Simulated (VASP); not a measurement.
Here is a VASP 6.6.1 calculation.

The input INCAR:

```
SYSTEM = BAs
  ALGO = Normal
  EDIFF = 1E-6
  ENCUT = 500
  GGA = RP
  GGA_COMPAT = .FALSE.
  ISIF = 2
  ISMEAR = 0
  LASPH = .TRUE.
  LCHARG = .FALSE.
  LREAL = .FALSE.
  LWAVE = .FALSE.
  NBANDS = 11
  NELM = 120
  PREC = Accurate
  SIGMA = 0.01
```

File KPOINTS:

```
k-points
0
G
  6 6 6
  0 0 0
```

The input POSCAR:

```
BAs
1.0
    0.0000000000      2.4206225793      2.4206225793
    2.4206225793      0.0000000000      2.4206225793
    2.4206225793      2.4206225793      0.0000000000
B As
1 1
Direct
    0.0000000000      0.0000000000      0.0000000000
    0.7500000000      0.7500000000      0.7500000000
```

Potentials or basis: VASP PAW PBE potentials, release 64 (B, As).

Run with:

```bash
$ cat potpaw_PBE.64/B/POTCAR potpaw_PBE.64/As/POTCAR > POTCAR
$ mpirun -np 1 vasp_std > vasp.out
```

Q: Estimate the band gap on the k mesh.

A: 1.34 eV (least direct gap 3.23 eV).

Q: Estimate the pressure.

A: 0.5 GPa.

Caveat: the PAW data sets were made with another functional, which shifts forces and pressure a little. A hybrid or GW would open this gap; RPBE tends to underestimate it.
